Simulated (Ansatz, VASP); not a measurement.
Two plane-wave programs on Se

File INCAR:

```
SYSTEM = Se
PREC = Accurate ; ENCUT = 520
EDIFF = 1E-7 ; ISMEAR = 0
SIGMA = 0.05 ; LREAL = .False.
LASPH = .True. ; NELM = 60
ALGO = Normal ; ISIF = 2
LWAVE = .False. ; LCHARG = .False.
GGA = PE ; IVDW = 12
NBANDS = 16
```

Contents of KPOINTS:

```
Automatic mesh
0
Gamma
  9 9 8
  0 0 0
```

File POSCAR:

```
Se
1.0
    4.1383419910      0.0000000000      0.0000000000
   -2.0691709955      3.5839092938      0.0000000000
    0.0000000000      0.0000000000      4.9552507000
Se
3
Direct
    0.2166185459      0.0000000000      0.3333333333
    0.0000000000      0.2166185459      0.6666666667
    0.7833814541      0.7833814541      0.0000000000
```

Input for Ansatz:

```yaml
crystal:
  lattice:
    - [4.138341991, 0.0, 0.0]
    - [-2.0691709955, 3.5839092938, 0.0]
    - [0.0, 0.0, 4.9552507]
  atoms:
    - { symbol: Se, position: [0.2166185459, 0.0, 0.3333333333] }
    - { symbol: Se, position: [0.0, 0.2166185459, 0.6666666667] }
    - { symbol: Se, position: [0.7833814541, 0.7833814541, 0.0] }
basis:
  ecutwfc: 420
kpoints:
  mp_grid: { grid: [9, 9, 8] }
hamiltonian:
  xc: pbe
  dispersion: d3bj
scf:
  occupations: { method: gaussian, width: 0.05 }
output:
  forces: true
  stress: true
  eigenvalues: true
```

Alike in both runs: task single point; functional PBE; dispersion D3(BJ); k mesh 9 × 9 × 8; occupations gaussian, width 0.05 eV; no spin polarisation.

|  | VASP | Ansatz |
| --- | --- | --- |
| version | VASP 6.6.1 | Ansatz 0.2.0 |
| potentials or method | VASP PAW PBE potentials, release 64 (Se), cutoff 520 eV | scalar-relativistic, plane waves, PAW |
| valence electrons in the cell | 18 | 48 |

VASP gave:

```
gap on the k mesh at the Fermi level (eV)                     : 0.61
least direct gap on the mesh (eV)                             : 0.77
pressure (GPa)                                                : 10.1
traceless stress, the component that is largest in VASP (GPa) : 4.31
rms of the force components (eV/Å)                            : 1.367
```

Problem. Estimate Ansatz's values.

Solution. gap on the k mesh at the Fermi level (eV): 0.63; least direct gap on the mesh (eV): 0.79; pressure (GPa): 9.8; traceless stress, the component that is largest in VASP (GPa): 4.16; rms of the force components (eV/Å): 1.331.

Atom by atom the forces differ by 0.036 eV/Å (rms over components). VASP's potentials hold 18 valence electrons a cell and Ansatz's 48, so a difference there can come from the potentials and not from the codes.
